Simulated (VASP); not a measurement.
Input of a VASP 6.6.1 run:

File INCAR:

```
  PREC = Accurate
  ENCUT = 600
  EDIFF = 1E-6
  ISMEAR = -1
  SIGMA = 0.05
  LREAL = F
  LASPH = T
  NELM = 150
  ALGO = Normal
  ISIF = 3
  LWAVE = F
  LCHARG = F
  ISPIN = 2
  MAGMOM = -4 0.5
  LORBIT = 11
  LMAXMIX = 4
  LDAU = T
  LDAUTYPE = 2
  LDAUL = -1 2
  LDAUU = 0 3
  LDAUJ = 0 0
  LDAUPRINT = 1
  GGA = PE
  IBRION = 2
  NSW = 40
  EDIFFG = -0.005
```

File KPOINTS:

```
regular mesh
0
Gamma
  9 9 9
```

File POSCAR:

```
RbIr
1.0
    3.8079190921      0.0000000000      0.0000000000
    0.0000000000      3.8079190921      0.0000000000
    0.0000000000      0.0000000000      3.8079190921
Rb Ir
1 1
Direct
    0.0000000000      0.0000000000      0.0000000000
    0.5000000000      0.5000000000      0.5000000000
```

Potentials or basis: VASP PAW PBE potentials, release 64 (Rb_sv, Ir).

The run is started by

```bash
$ cat potpaw_PBE.64/Rb_sv/POTCAR potpaw_PBE.64/Ir/POTCAR > POTCAR
$ mpirun -np 1 vasp_std > vasp.out
```

(1) What does it give for the net moment?

(2) Estimate the space group after relaxing (to 0.1 Å).

## Answers

(1) 2.01 μB per cell.

(2) Pm-3m (No. 221).

Caveat: the U is typed as a test and isn't derived for this compound.
